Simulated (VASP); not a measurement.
Input of a VASP 6.6.1 run:

INCAR

```
SYSTEM = TmH2W
ALGO = Normal
EDIFF = 1E-7
EDIFFG = -0.01
ENCUT = 500
GGA = PE
GGA_COMPAT = .False.
IBRION = 2
ISIF = 3
ISMEAR = 0
LASPH = .True.
LCHARG = .False.
LMAXMIX = 6
LREAL = .False.
LWAVE = .False.
NELM = 200
NELMIN = 4
NSW = 100
PREC = Accurate
SIGMA = 0.1
```

The input KPOINTS:

```
k-points
0
Gamma
  18 18 6
  0 0 0
```

POSCAR

```
TmH2W
1.0
    3.0043330876      0.0000000000      0.0000000000
   -1.5021665438      2.6018287753      0.0000000000
    0.0000000000      0.0000000000      7.5398022159
Tm H W
1 2 1
Direct
    0.0000000000      0.0000000000      0.0000000000
    0.0000000000      0.0000000000      0.2657779889
    0.0000000000      0.0000000000      0.7342220111
    0.0000000000      0.0000000000      0.5000000000
```

Potentials or basis: VASP PAW PBE potentials, release 64 (Tm_3, H, W_sv), 4f in core.

The run is started by

```console
$ cat potpaw_PBE.64/Tm_3/POTCAR potpaw_PBE.64/H/POTCAR potpaw_PBE.64/W_sv/POTCAR > POTCAR
$ mpirun -np 1 vasp_std > vasp.out
```

Task: Estimate the relaxed cell.

Result: a = 2.986 Å, b = 2.986 Å, c = 7.519 Å, α = 90.00°, β = 90.00°, γ = 120.00°.

Task: What does it give for the band gap on the k mesh?

Result: Zero (an odd number of electrons rules out a gap without spin polarisation).

Task: Predict the relaxed volume.

Result: 14.51 Å³/atom.

Task: What does it give for the space group after relaxing (to 0.1 Å)?

Result: P6/mmm (No. 191).

The path:
```
step  energy change (eV)  largest force (eV/Å)  pressure (GPa)  volume (Å³)
   1              0.0000                0.0647           -1.09        58.94
   2             -0.0034                0.0430            0.01        58.09
   3             -0.0034                0.0415            0.09        58.03
   4             -0.0035                0.0137           -0.03        58.06
   5             -0.0035                0.0026            0.00        58.05
```

Caveat: spin-orbit coupling is left out, which moves the levels of the heavy elements; the 4f electrons are frozen in the core, so they carry no moment and show no levels. Spin polarisation is off, so any magnetic state and its effect on volume and gap are missing.
